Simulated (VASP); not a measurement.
Input of a VASP 6.6.1 run:

The input INCAR:

```
SYSTEM = Yb
PREC = Accurate
ENCUT = 600
EDIFF = 1E-7
ISMEAR = -1
SIGMA = 0.1
LREAL = .FALSE.
LASPH = .TRUE.
NELM = 60
ALGO = Normal
ISIF = 3
LWAVE = .FALSE.
LCHARG = .FALSE.
GGA = PE
IBRION = 2
NSW = 60
EDIFFG = -0.005
PSTRESS = 69.0
```

Contents of KPOINTS:

```
Automatic mesh
0
G
  13 13 7
  0 0 0
```

The input POSCAR:

```
Yb
1.0
    3.4153243881      0.0000000000      0.0000000000
   -1.7076621940      2.9577576823      0.0000000000
    0.0000000000      0.0000000000      5.5328255087
Yb
2
Direct
    0.3333333333      0.6666666667      0.2500000000
    0.6666666667      0.3333333333      0.7500000000
```

Potentials or basis: VASP PAW PBE potentials, release 64 (Yb).

Run with:

```console
$ cat potpaw_PBE.64/Yb/POTCAR > POTCAR
$ mpirun -np 1 vasp_std > vasp.out
```

Problem. Predict the space group after relaxing (to 0.1 Å).

Solution. P6_3/mmc (No. 194).

Problem. Predict the relaxed volume.

Solution. 27.80 Å³/atom.

Final structure:
```xyz
2
Lattice="3.3939 0.0000 0.0000 -1.6969 2.9392 0.0000 0.0000 0.0000 5.5737" Properties=species:S:1:pos:R:3 pbc="T T T"
Yb    0.0000    1.9594    1.3934
Yb    1.6969    0.9797    4.1803
```

Caveat: the cell is relaxed towards a set pressure, so the run minimises the enthalpy, not the energy; spin-orbit coupling is left out, which moves the levels of the heavy elements. Spin polarisation is off, so any magnetic state and its effect on volume and gap are missing.
